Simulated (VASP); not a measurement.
Write the native input for VASP 6.6.1 that does the following.

```
Task                   : relaxation of cell and atoms
Functional             : PBE
Potentials or basis    : VASP PAW PBE potentials, release 64 (N_h)
Cutoff                 : 910 eV
k mesh                 : 4 × 4 × 4
Occupations            : gaussian, width 0.02 eV
Spin                   : no spin polarisation
Dipole correction      : no
Further INCAR settings : ALGO = Normal; EDIFF = 1e-07; IBRION = 2; EDIFFG = -0.01; NSW = 100; ISIF = 3
```

The structure of N lies in POSCAR:

```
N
1.0
    5.8151017200      0.0000000000      0.0000000000
    0.0000000000      5.8151017200      0.0000000000
    0.0000000000      0.0000000000      5.8151017200
N
8
Direct
    0.0639014400      0.0639014400      0.0639014400
    0.4360985600      0.9360985600      0.5639014400
    0.5639014400      0.4360985600      0.9360985600
    0.9360985600      0.5639014400      0.4360985600
    0.9541388600      0.9541388600      0.9541388600
    0.5458611400      0.0458611400      0.4541388600
    0.4541388600      0.5458611400      0.0458611400
    0.0458611400      0.4541388600      0.5458611400
```

These files were run (other wordings do the same):

INCAR

```
PREC = Accurate
ENCUT = 910
EDIFF = 1E-7
ISMEAR = 0
SIGMA = 0.02
LREAL = F
LASPH = T
NELM = 120
ALGO = Normal
ISIF = 3
LWAVE = F
LCHARG = F
GGA = PE
IBRION = 2
NSW = 100
EDIFFG = -0.01
GGA_COMPAT = F
NELMIN = 4
```

KPOINTS

```
regular mesh
0
Gamma
  4 4 4
```

Potentials or basis: VASP PAW PBE potentials, release 64 (N_h).

Launch:

```bash
$ cat potpaw_PBE.64/N_h/POTCAR > POTCAR
$ mpirun -np 1 vasp_std > vasp.out
```

It gave:

```json
{
  "Relaxed volume": "25.06 Å³/atom",
  "Relaxed cell": "a = 5.853 Å, b = 5.853 Å, c = 5.853 Å, α = 90.00°, β = 90.00°, γ = 90.00°",
  "Space group after relaxing (to 0.1 Å)": "P2_13 (No. 198)",
  "Energy gained by relaxing": "0.5 meV/atom",
  "Ionic steps": "28",
  "Pressure after relaxing": "0.0 GPa",
  "Largest force after relaxing": "0.009 eV/Å",
  "Band gap on the k mesh": "7.54 eV (least direct gap 7.55 eV)"
}
```

Caveat: the cutoff is under 1.25 times the usual one of these potentials, so pressure, stress and relaxed cells hold a basis-set (Pulay) error; this functional lacks dispersion, which holds the molecules together, so the pressure and a relaxed volume are unreliable.

Wall time 14 min on 1 thread of Intel(R) Xeon(R) 6975P-C (Granite Rapids), with other jobs on the host, peak memory 0.55 GiB.
